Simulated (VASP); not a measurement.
Input of a VASP 6.6.1 run:

POSCAR

```
PbF2
1.0
    0.0000000000      2.9636600000      2.9636600000
    2.9636600000      0.0000000000      2.9636600000
    2.9636600000      2.9636600000      0.0000000000
Pb F
1 2
Direct
    0.0000000000      0.0000000000      0.0000000000
    0.7500000000      0.7500000000      0.7500000000
    0.2500000000      0.2500000000      0.2500000000
```

Contents of INCAR.step1:

```
ALGO = Normal ; EDIFF = 1E-5
EDIFFG = -0.005 ; ENCUT = 660
GGA = PE ; GGA_COMPAT = F
IBRION = 2 ; ISIF = 3
ISMEAR = -1 ; LASPH = T
LCHARG = F ; LREAL = F
LWAVE = T ; NELM = 120
NELMIN = 4 ; NSW = 100
PREC = Accurate ; SIGMA = 0.05
```

File INCAR.step2:

```
ALGO = Normal ; EDIFF = 1E-7
EDIFFG = -0.01 ; ENCUT = 660
GGA_COMPAT = F ; IBRION = 2
ISIF = 3 ; ISMEAR = -1
ISTART = 1 ; LASPH = T
LCHARG = F ; LMIXTAU = T
LREAL = F ; LWAVE = F
METAGGA = R2SCAN ; NELM = 120
NELMIN = 4 ; NSW = 60
PREC = Accurate ; SIGMA = 0.05
```

The input KPOINTS:

```
k-points
0
Gamma
  8 8 8
```

Potentials or basis: VASP PAW PBE potentials, release 64 (Pb_d, F).

Run with:

```bash
$ cat potpaw_PBE.64/Pb_d/POTCAR potpaw_PBE.64/F/POTCAR > POTCAR
$ cp INCAR.step1 INCAR
$ mpirun -np 1 vasp_std > vasp.out
$ cp INCAR.step2 INCAR
$ mpirun -np 1 vasp_std > vasp.out
```

(1) Estimate the relaxed cell.

(2) Predict the space group after relaxing (to 0.1 Å).

(3) What does it give for the band gap on the k mesh?

Results:

(1) a = 4.184 Å, b = 4.184 Å, c = 4.184 Å, α = 60.00°, β = 60.00°, γ = 60.00°.

(2) Fm-3m (No. 225).

(3) 4.93 eV (least direct gap 5.08 eV).

Caveat: spin-orbit coupling is left out, which moves the levels of the heavy elements.
